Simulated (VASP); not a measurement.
# CoSi (P2_13) in VASP: settings compared

CoSi is run at these levels: revPBE+D3(BJ), LDA, revPBE; tasks: single point, relaxation of cell and atoms.

All numbers are computed with VASP 6.6.1; they aren't measurements. Logs are shortened: lines on timing, memory, paths and dates and some standing lists are left out, and cuts for length are marked.

### Step 1. The cell of the first run

The structure is cubic, space group P2_13 (No. 198). The conventional cell has a = 4.354 Å, b = 4.354 Å, c = 4.354 Å, α = 90.00°, β = 90.00°, γ = 90.00°. Co (site symmetry 3) has 7 Si at 2.28 to 2.38 Å and 6 Co at 2.68 Å within 3.0 Å. Within 3.0 Å of Si (site symmetry 3) lie 7 Co at 2.28 to 2.38 Å and 6 Si at 2.69 Å.

### Step 2. Single point, revPBE+D3(BJ), collinear spin, ferromagnetic start

The input, INCAR:

```
SYSTEM = CoSi
ALGO = Normal
EDIFF = 1E-6
ENCUT = 520
GGA = RE
ISIF = 2
ISMEAR = -1
ISPIN = 2
IVDW = 12
LASPH = .True.
LCHARG = .True.
LELF = .True.
LMAXMIX = 4
LORBIT = 11
LREAL = .False.
LVHAR = .True.
LWAVE = .False.
MAGMOM = 2 2 2 2 0 0 0 0
NBANDS = 40
NELM = 150
PREC = Accurate
SIGMA = 0.05
```

The input, KPOINTS:

```
k-points
0
Gamma
  6 6 6
  0 0 0
```

The input, POSCAR:

```
CoSi
1.0
    4.3539912731      0.0000000000      0.0000000000
    0.0000000000      4.3539912731      0.0000000000
    0.0000000000      0.0000000000      4.3539912731
Co Si
4 4
Direct
    0.8532528227      0.6467471773      0.3532528227
    0.6467471773      0.3532528227      0.8532528227
    0.3532528227      0.8532528227      0.6467471773
    0.1467471773      0.1467471773      0.1467471773
    0.1559428832      0.3440571168      0.6559428832
    0.3440571168      0.6559428832      0.1559428832
    0.6559428832      0.1559428832      0.3440571168
    0.8440571168      0.8440571168      0.8440571168
```

Potentials or basis: VASP PAW PBE potentials, release 64 (Co, Si).

Launch:

```console
cat potpaw_PBE.64/Co/POTCAR potpaw_PBE.64/Si/POTCAR > POTCAR
mpirun -np 1 vasp_std > vasp.out
```

OUTCAR:

```text
SYSTEM = CoSi
   EDIFF = 1E-6
   ENCUT = 520
   GGA = RE
   ISIF = 2
   ISMEAR = -1
   ISPIN = 2
   IVDW = 12
   LASPH = .True.
   LORBIT = 11
   LREAL = .False.
   NELM = 150
   PREC = Accurate
 IVDW          = 12

 ion  position               nearest neighbor table
   1  0.853  0.647  0.353-   5 2.28   6 2.30   7 2.30   8 2.30   7 2.38   8 2.38   6 2.38   2 2.68
                             2 2.68   3 2.68   4 2.68   3 2.68   4 2.68
   2  0.647  0.353  0.853-   6 2.28   5 2.30   7 2.30   8 2.30   5 2.38   7 2.38   8 2.38   1 2.68
                             1 2.68   3 2.68   3 2.68   4 2.68   4 2.68
   3  0.353  0.853  0.647-   7 2.28   6 2.30   5 2.30   8 2.30   6 2.38   5 2.38   8 2.38   1 2.68
                             4 2.68   2 2.68   2 2.68   1 2.68   4 2.68
   4  0.147  0.147  0.147-   8 2.28   6 2.30   7 2.30   5 2.30   6 2.38   5 2.38   7 2.38   2 2.68
                             3 2.68   1 2.68   3 2.68   1 2.68   2 2.68
   5  0.156  0.344  0.656-   1 2.28   2 2.30   3 2.30   4 2.30   3 2.38   4 2.38   2 2.38   8 2.69
                             6 2.69   6 2.69   8 2.69   7 2.69   7 2.69
   6  0.344  0.656  0.156-   2 2.28   1 2.30   3 2.30   4 2.30   1 2.38   3 2.38   4 2.38   8 2.69
                             5 2.69   5 2.69   7 2.69   7 2.69   8 2.69
   7  0.656  0.156  0.344-   3 2.28   2 2.30   1 2.30   4 2.30   2 2.38   1 2.38   4 2.38   8 2.69
                             8 2.69   5 2.69   6 2.69   6 2.69   5 2.69
   8  0.844  0.844  0.844-   4 2.28   2 2.30   3 2.30   1 2.30   2 2.38   1 2.38   3 2.38   5 2.69
                             6 2.69   7 2.69   7 2.69   5 2.69   6 2.69

  LATTYP: Found a simple cubic cell.
 ALAT       =     4.3539912731

  Lattice vectors:

 A1 = (   4.3539912731,   0.0000000000,   0.0000000000)
 A2 = (   0.0000000000,   4.3539912731,   0.0000000000)
 A3 = (   0.0000000000,   0.0000000000,   4.3539912731)

Analysis of symmetry for initial positions (statically):
=====================================================================
 Subroutine PRICEL returns:
 Original cell was already a primitive cell.

 Routine SETGRP: Setting up the symmetry group for a
 simple cubic supercell.

 Subroutine GETGRP returns: Found 12 space group operations
 (whereof  3 operations were pure point group operations)
 out of a pool of 48 trial point group operations.

The static configuration has the point symmetry C_3 .
 The point group associated with its full space group is T   .

Analysis of symmetry for dynamics (positions and initial velocities):
=====================================================================
 Subroutine PRICEL returns:
 Original cell was already a primitive cell.

 Routine SETGRP: Setting up the symmetry group for a
 simple cubic supercell.

 Subroutine GETGRP returns: Found 12 space group operations
 (whereof  3 operations were pure point group operations)
 out of a pool of 48 trial point group operations.

The dynamic configuration has the point symmetry C_3 .
 The point group associated with its full space group is T   .

Analysis of structural, dynamic, and magnetic symmetry:
=====================================================================
 Subroutine PRICEL returns:
 Original cell was already a primitive cell.

 Routine SETGRP: Setting up the symmetry group for a
 simple cubic supercell.

 Subroutine GETGRP returns: Found 12 space group operations
 (whereof  3 operations were pure point group operations)
 out of a pool of 48 trial point group operations.

The overall configuration has the point symmetry C_3 .
 The point group associated with its full space group is T   .

 Subroutine INISYM returns: Found 12 space group operations
 (whereof  3 operations are pure point group operations),
 and found     1 'primitive' translations

----------------------------------------------------------------------------------------

                                     Primitive cell

  volume of cell :      82.5397

  direct lattice vectors                    reciprocal lattice vectors
     4.353991273  0.000000000  0.000000000     0.229674323  0.000000000  0.000000000
     0.000000000  4.353991273  0.000000000     0.000000000  0.229674323  0.000000000
     0.000000000  0.000000000  4.353991273     0.000000000  0.000000000  0.229674323

  length of vectors
     4.353991273  4.353991273  4.353991273     0.229674323  0.229674323  0.229674323

  position of ions in fractional coordinates (direct lattice)
     0.853252823  0.646747177  0.353252823
[... 79 lines left out ...]
 SYSTEM =  CoSi
   PREC   = accura    normal or accurate (medium, high low for compatibility)
   ISTART =      0    job   : 0-new  1-cont  2-samecut
   ICHARG =      2    charge: 1-file 2-atom 10-const
   ISPIN  =      2    spin polarized calculation?
   LNONCOLLINEAR =      F non collinear calculations
   LSORBIT =      F    spin-orbit coupling
   LASPH  =      T    aspherical Exc in radial PAW
   ENCUT  =  520.0 eV  38.22 Ry    6.18 a.u.   8.10  8.10  8.10*2*pi/ulx,y,z
   NELM   =    150;   NELMIN=  2; NELMDL= -5     # of ELM steps
   EDIFF  = 0.1E-05   stopping-criterion for ELM
   LREAL  =      F    real-space projection
   EDIFFG = 0.1E-04   stopping-criterion for IOM
   NSW    =      0    number of steps for IOM
   IBRION =     -1    ionic relax: 0-MD 1-quasi-New 2-CG
   NFREE  =      0    steps in history (QN), initial steepest desc. (CG)
   ISIF   =      2    stress and relaxation
   ISYM   =      2    0-nonsym 1-usesym 2-fastsym
   POTIM  = 0.5000    time-step for ionic-motion
   TEBEG  =    0.0;   TEEND  =   0.0 temperature during run
   PSTRESS=    0.0 pullay stress
   NELECT =      52.0000    total number of electrons
   NUPDOWN=      -1.0000    fix difference up-down
   EMIN   =  10.00;   EMAX   =-10.00  energy-range for DOS
   EFERMI =   0.00;   METHOD = LEGACY
   ISMEAR =    -1;   SIGMA  =   0.05  broadening in eV -4-tet -1-fermi 0-gaus
   EFERMI_NEDOS =   21; number of points for ismear=-14 and -15
   IALGO  =     38    algorithm
   IMIX   =      4    mixing-type and parameters
     AMIX     =   0.40;   BMIX     =  1.00
     AMIX_MAG =   1.60;   BMIX_MAG =  1.00
  volume/ion in A,a.u.               =      10.32        69.63
  Fermi-wavevector in a.u.,A,eV,Ry     =   1.403422  2.652084 26.797958  1.969594
  Thomas-Fermi vector in A             =   2.526086
   LORBIT       =     11    0 simple, 1 ext, 2 COOP (PROOUT), +10 PAW based schemes
   GGA     = RE    functional components
   LHFCALC =     F    Hartree Fock is set to
   AEXX    =    0.0000 exact exchange contribution
   IVDW    =    12    specifies the selected vdW correction
   LEPSILON=     F    determine dielectric tensor
   LRPA    =     F    only Hartree local field effects (RPA)
 spin polarized calculation
  energy-cutoff  :      520.00
  volume of cell :       82.54
 maximum number of plane-waves:      2272
   NGX = 17   NGY = 17   NGZ = 17

 number of electron      51.9999955 magnetization       0.0021842

 number of electron      51.9999955 magnetization      -0.0005793

 Free energy of the ion-electron system (eV)
  ---------------------------------------------------
  ext. energy  EPLUGINS =         0.00000000
  ---------------------------------------------------
  free energy    TOTEN  =       -51.74541830 eV

  energy without entropy =      -51.73328641  energy(sigma->0) =      -51.73935235

 E-fermi :  13.0390     XC(G=0): -13.0981

 val. band max:       13.0015145763   @ k =   0.0000   0.0000   0.0000
 cond. band min:      13.1019549086   @ k =   0.5000   0.5000   0.3333
 fundamental gap:      0.1004403323
 Fermi energy:        13.0389900633

 spin component 1

 k-point     1 :       0.0000    0.0000    0.0000
  band No.  band energies     occupation
      1      -1.1128      1.00000
      2       4.5718      1.00000
      3       4.5718      1.00000
      4       4.5718      1.00000
      5       7.2737      1.00000
      6       7.2737      1.00000
[... 973 lines left out ...]
     37      21.0054      0.00000
     38      21.0054      0.00000
 Fermi energy:        13.0389900633

 spin component 2

 k-point     1 :       0.0000    0.0000    0.0000
  band No.  band energies     occupation
      1      -1.1128      1.00000
      2       4.5718      1.00000
      3       4.5718      1.00000
      4       4.5718      1.00000
      5       7.2737      1.00000
      6       7.2737      1.00000
[... 973 lines left out ...]
     37      21.0054      0.00000
     38      21.0054      0.00000
 [bands above 38 left out]

------------------------ aborting loop because EDIFF is reached ----------------------------------------

 Edisp (eV)   -8.05918

 E8    (eV) :    -5.5810

  FORCE on cell =-STRESS in cart. coord.  units (eV):
  Direction    XX          YY          ZZ          XY          YZ          ZX
  --------------------------------------------------------------------------------------
  -------------------------------------------------------------------------------------
  Total      -0.22166    -0.22166    -0.22166     0.00000     0.00000     0.00000
  in kB      -4.30271    -4.30271    -4.30271     0.00000     0.00000     0.00000
  external pressure =       -4.30 kB  Pullay stress =        0.00 kB

 VOLUME and BASIS-vectors are now :
 -----------------------------------------------------------------------------
  energy-cutoff  :      520.00
  volume of cell :       82.54
      direct lattice vectors                 reciprocal lattice vectors
     4.353991273  0.000000000  0.000000000     0.229674323  0.000000000  0.000000000
     0.000000000  4.353991273  0.000000000     0.000000000  0.229674323  0.000000000
     0.000000000  0.000000000  4.353991273     0.000000000  0.000000000  0.229674323

 POSITION                                       TOTAL-FORCE (eV/Angst)
 -----------------------------------------------------------------------------------
      3.71506      2.81593      1.53806        -0.000729      0.000729     -0.000729
      2.81593      1.53806      3.71506         0.000729     -0.000729     -0.000729
      1.53806      3.71506      2.81593        -0.000729     -0.000729      0.000729
      0.63894      0.63894      0.63894         0.000729      0.000729      0.000729
      0.67897      1.49802      2.85597        -0.000521      0.000521     -0.000521
      1.49802      2.85597      0.67897         0.000521     -0.000521     -0.000521
      2.85597      0.67897      1.49802        -0.000521     -0.000521      0.000521
      3.67502      3.67502      3.67502         0.000521      0.000521      0.000521
 -----------------------------------------------------------------------------------
    total drift:                                0.000000      0.000000      0.000000

  FREE ENERGIE OF THE ION-ELECTRON SYSTEM (eV)
  ---------------------------------------------------
  free  energy   TOTEN  =       -59.8045994128 eV

  energy  without entropy=      -59.7924675204  energy(sigma->0) =      -59.79853347

 total charge

# of ion       s       p       d       tot
------------------------------------------
    1        0.462   0.676   7.612   8.751
    2        0.462   0.676   7.612   8.751
    3        0.462   0.676   7.612   8.751
    4        0.462   0.676   7.612   8.751
    5        0.725   0.921   0.000   1.646
    6        0.725   0.921   0.000   1.646
    7        0.725   0.921   0.000   1.646
    8        0.725   0.921   0.000   1.646
--------------------------------------------------
tot          4.750   6.390  30.449  41.589

 magnetization (x)

# of ion       s       p       d       tot
------------------------------------------
    1        0.000   0.000  -0.000  -0.000
    2        0.000   0.000  -0.000  -0.000
    3        0.000   0.000  -0.000  -0.000
    4        0.000   0.000  -0.000  -0.000
    5        0.000   0.000   0.000   0.000
    6        0.000   0.000   0.000   0.000
    7        0.000   0.000   0.000   0.000
    8        0.000   0.000   0.000   0.000
--------------------------------------------------
tot          0.000   0.000  -0.000  -0.000
```

Run time: 2.1 min. Hardware: 1 thread of Intel Xeon Platinum 8259CL at 2.50GHz (Skylake/Cascade Lake), shared host; peak memory 0.28 GiB.

Results:

```
Free energy                                           : -59.8046 eV
Pressure                                              : -0.4 GPa
Band gap on the k mesh                                : zero (filled and empty bands overlap)
Net moment                                            : 0.00 μB per cell
Valence electrons inside the program's atomic spheres : Co 8.75; Si 1.65
Dispersion energy per atom                            : -1.007 eV
```

Caveat: the dispersion term is far too large for a dense solid, which distorts pressure and volume; the moments typed at the start vanished in this run; the PAW data sets were made with another functional, which shifts forces and pressure a little.

### Step 3. Single point, LDA, collinear spin, ferromagnetic start

This run uses another cell than the first one, of 10.93 Å³/atom.

The input, INCAR:

```
SYSTEM = CoSi
ALGO     = Normal         ! electronic algorithm
EDIFF    = 1E-7           ! SCF threshold, eV
ENCUT    = 520            ! plane-wave cutoff, eV
GGA      = CA             ! functional
ISIF     = 2              ! what is computed and relaxed
ISMEAR   = -1             ! smearing method
ISPIN    = 2              ! spin polarisation
LASPH    = .TRUE.         ! aspherical terms in the spheres
LCHARG   = .FALSE.        ! write CHGCAR
LMAXMIX  = 4              ! l up to which the mixer works
LORBIT   = 11             ! projections on sites
LREAL    = .FALSE.        ! projectors in reciprocal space
LWAVE    = .FALSE.        ! write WAVECAR
MAGMOM   = 2 2 2 2 0 0 0 0 ! initial moments
NBANDS   = 40             ! bands
NELM     = 150            ! most SCF steps
PREC     = Accurate       ! precision mode
SIGMA    = 0.05           ! smearing width, eV
```

The input, KPOINTS:

```
k-points
0
G
  6 6 6
  0 0 0
```

The input, POSCAR:

```
CoSi
1.0
    4.4380000000      0.0000000000      0.0000000000
    0.0000000000      4.4380000000      0.0000000000
    0.0000000000      0.0000000000      4.4380000000
Co Si
4 4
Direct
    0.8600000000      0.6400000000      0.3600000000
    0.6400000000      0.3600000000      0.8600000000
    0.3600000000      0.8600000000      0.6400000000
    0.1400000000      0.1400000000      0.1400000000
    0.1570000000      0.3430000000      0.6570000000
    0.3430000000      0.6570000000      0.1570000000
    0.6570000000      0.1570000000      0.3430000000
    0.8430000000      0.8430000000      0.8430000000
```

Potentials or basis: VASP PAW LDA potentials, release 64 (Co, Si).

Launch:

```console
cat potpaw_LDA.64/Co/POTCAR potpaw_LDA.64/Si/POTCAR > POTCAR
mpirun -np 1 vasp_std > vasp.out
```

Wall time 3 min (1 thread of AMD EPYC 7R13, shared host); peak memory 0.23 GiB.

It converged, with:

```
Free energy                                           : -62.4283 eV
Pressure                                              : -12.4 GPa
Largest force                                         : 0.161 eV/Å
Band gap on the k mesh                                : zero (filled and empty bands overlap)
Net moment                                            : 0.00 μB per cell
Valence electrons inside the program's atomic spheres : Co 8.64; Si 1.62
```

Forces in eV/Å, atoms in the order of the input:
```
Co  -0.093  0.093 -0.093
Co   0.093 -0.093 -0.093
Co  -0.093 -0.093  0.093
Co   0.093  0.093  0.093
Si   0.070 -0.070  0.070
Si  -0.070  0.070  0.070
Si   0.070  0.070 -0.070
Si  -0.070 -0.070 -0.070
```

Levels at points of the mesh, in eV from the Fermi level:
Spin up:
```
           k point  band 22  band 23  band 24  band 25  band 26  band 27  band 28  band 29  band 30  band 31
(0.00, 0.00, 0.00)    -0.94    -0.81    -0.81    -0.05    -0.05    -0.05     2.43     2.43     2.43     2.91
(0.50, 0.00, 0.00)    -1.08    -0.70    -0.70    -0.51    -0.51     0.97     0.97     1.42     1.42     4.29
(0.50, 0.50, 0.00)    -1.56    -1.04    -1.04    -0.06    -0.06     0.53     0.53     1.95     1.95     2.46
(0.50, 0.50, 0.50)    -1.26    -1.26    -1.26    -0.26    -0.26    -0.26    -0.26     5.27     5.27     5.27
```
Spin down:
```
           k point  band 24  band 25  band 26  band 27  band 28  band 29
(0.00, 0.00, 0.00)    -0.81    -0.05    -0.05    -0.05     2.43     2.43
(0.50, 0.00, 0.00)    -0.70    -0.51    -0.51     0.97     0.97     1.42
(0.50, 0.50, 0.00)    -1.04    -0.06    -0.06     0.53     0.53     1.95
(0.50, 0.50, 0.50)    -1.26    -0.26    -0.26    -0.26    -0.26     5.27
```

Caveat: the cell stands under tension; the moments typed at the start vanished in this run.

### Step 4. Relaxation of cell and atoms, revPBE, collinear spin, ferromagnetic start

This run uses another cell than the first one, of 10.93 Å³/atom.

The input, INCAR:

```
SYSTEM = CoSi
PREC = Accurate ; ENCUT = 600
EDIFF = 1E-6 ; ISMEAR = -1
SIGMA = 0.05 ; LREAL = .False.
LASPH = .True. ; NELM = 150
ALGO = Normal ; ISIF = 3
LWAVE = .False. ; LCHARG = .False.
ISPIN = 2 ; MAGMOM = 2 2 2 2 0 0 0 0
LORBIT = 11 ; LMAXMIX = 4
GGA = RE ; IBRION = 2
NSW = 60 ; EDIFFG = -0.01
```

The input, KPOINTS:

```
Automatic mesh
0
Gamma
  6 6 6
  0 0 0
```

POSCAR is that of step 3.

Potentials or basis: VASP PAW PBE potentials, release 64 (Co, Si).

Launch:

```console
cat potpaw_PBE.64/Co/POTCAR potpaw_PBE.64/Si/POTCAR > POTCAR
mpirun -np 1 vasp_std > vasp.out
```

Run time: 5.4 min. Hardware: 1 thread of Intel Xeon 6975P-C (Granite Rapids), shared host; peak memory 0.32 GiB.

The run converged. Its results:

* Free energy: -51.9977 eV
* Relaxed volume: 11.01 Å³/atom
* Relaxed cell: a = 4.449 Å, b = 4.449 Å, c = 4.449 Å, α = 90.00°, β = 90.00°, γ = 90.00°
* Space group after relaxing (to 0.1 Å): P2_13 (No. 198)
* Energy gained by relaxing: 3.3 meV/atom
* Ionic steps: 8
* Pressure after relaxing: -0.1 GPa
* Largest force after relaxing: 0.006 eV/Å
* Band gap on the k mesh: zero (filled and empty bands overlap)
* Net moment: 0.00 μB per cell
* Valence electrons inside the program's atomic spheres: Co 8.59; Si 1.60

Forces in eV/Å, atoms in the order of the input:
```
Co   0.003 -0.003  0.003
Co  -0.003  0.003  0.003
Co   0.003  0.003 -0.003
Co  -0.003 -0.003 -0.003
Si  -0.004  0.004 -0.004
Si   0.004 -0.004 -0.004
Si  -0.004 -0.004  0.004
Si   0.004  0.004  0.004
```

The path:
```csv
step,energy change (eV),largest force (eV/Å),pressure (GPa),volume (Å³)
1,0.0000,0.2990,2.32,87.41
2,-0.0072,0.1208,-2.93,89.43
3,-0.0134,0.1901,-0.89,88.59
4,-0.0217,0.1168,-0.48,88.34
5,-0.0262,0.0527,0.14,87.96
6,-0.0262,0.0514,0.08,87.97
7,-0.0266,0.0135,-0.10,88.03
8,-0.0266,0.0064,-0.12,88.05
```

Final structure:
```
Co Si
1.0
     4.44873    0.00000    0.00000
     0.00000    4.44873    0.00000
     0.00000    0.00000    4.44873
Co Si
4 4
Direct
  0.85497 0.64503 0.35497
  0.64503 0.35497 0.85497
  0.35497 0.85497 0.64503
  0.14503 0.14503 0.14503
  0.15679 0.34321 0.65679
  0.34321 0.65679 0.15679
  0.65679 0.15679 0.34321
  0.84321 0.84321 0.84321
```

Levels at points of the mesh, in eV from the Fermi level:
Spin up:
```tsv
k point	band 22	band 23	band 24	band 25	band 26	band 27	band 28	band 29	band 30	band 31
(0.00, 0.00, 0.00)	-0.93	-0.80	-0.80	-0.04	-0.04	-0.04	2.42	2.42	2.42	2.84
(0.50, 0.00, 0.00)	-1.05	-0.67	-0.67	-0.51	-0.51	0.95	0.95	1.42	1.42	4.19
(0.50, 0.50, 0.00)	-1.49	-1.01	-1.01	-0.07	-0.07	0.54	0.54	1.93	1.93	2.44
(0.50, 0.50, 0.50)	-1.23	-1.23	-1.23	-0.25	-0.25	-0.25	-0.25	5.32	5.32	5.32
```
Spin down:
| k point | band 23 | band 24 | band 25 | band 26 | band 27 | band 28 | band 29 | band 30 |
| --- | --- | --- | --- | --- | --- | --- | --- | --- |
| (0.00, 0.00, 0.00) | -0.80 | -0.80 | -0.04 | -0.04 | -0.04 | 2.42 | 2.42 | 2.42 |
| (0.50, 0.00, 0.00) | -0.67 | -0.67 | -0.51 | -0.51 | 0.95 | 0.95 | 1.42 | 1.42 |
| (0.50, 0.50, 0.00) | -1.01 | -1.01 | -0.07 | -0.07 | 0.54 | 0.54 | 1.93 | 1.93 |
| (0.50, 0.50, 0.50) | -1.23 | -1.23 | -0.25 | -0.25 | -0.25 | -0.25 | 5.32 | 5.32 |

Caveat: the moments typed at the start vanished in this run; the PAW data sets were made with another functional, which shifts forces and pressure a little.

The gap in the log of VASP goes by the Fermi energy; the results here count the filled bands.